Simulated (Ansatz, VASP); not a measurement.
Two plane-wave programs on AlGaN2

```
CELL_PARAMETERS angstrom
3.11529 0.00000 0.00000
0.00000 3.11529 0.00000
0.00000 0.00000 4.38433
ATOMIC_POSITIONS crystal
Al 0.50000 0.50000 0.50000
Ga 0.00000 0.00000 0.00000
N 0.50000 0.00000 0.74005
N 0.00000 0.50000 0.25995
```

Alike in both runs: task single point; functional LDA; k mesh 8 × 8 × 6; occupations gaussian, width 0.05 eV; no spin polarisation.

|  | VASP | Ansatz |
| --- | --- | --- |
| version | VASP 6.6.1 | Ansatz 0.2.0 |
| potentials or method | VASP PAW LDA potentials, release 64 (Al, Ga_d, N), cutoff 520 eV | scalar-relativistic, plane waves, PAW |
| valence electrons in the cell | 26 | 26 |

```tsv
	VASP	Ansatz	Ansatz less VASP
gap on the k mesh at the Fermi level (eV)	3.07	3.05	-0.011
least direct gap on the mesh (eV)	3.07	3.05	-0.011
pressure (GPa)	0.9	0.0	-0.88
rms of the force components (eV/Å)	0.012	0.000	-0.0121
```

LDA's correlation is that of Perdew and Zunger in VASP and of Perdew and Wang (1992) in Ansatz. Atom by atom the forces differ by 0.012 eV/Å (rms over components).
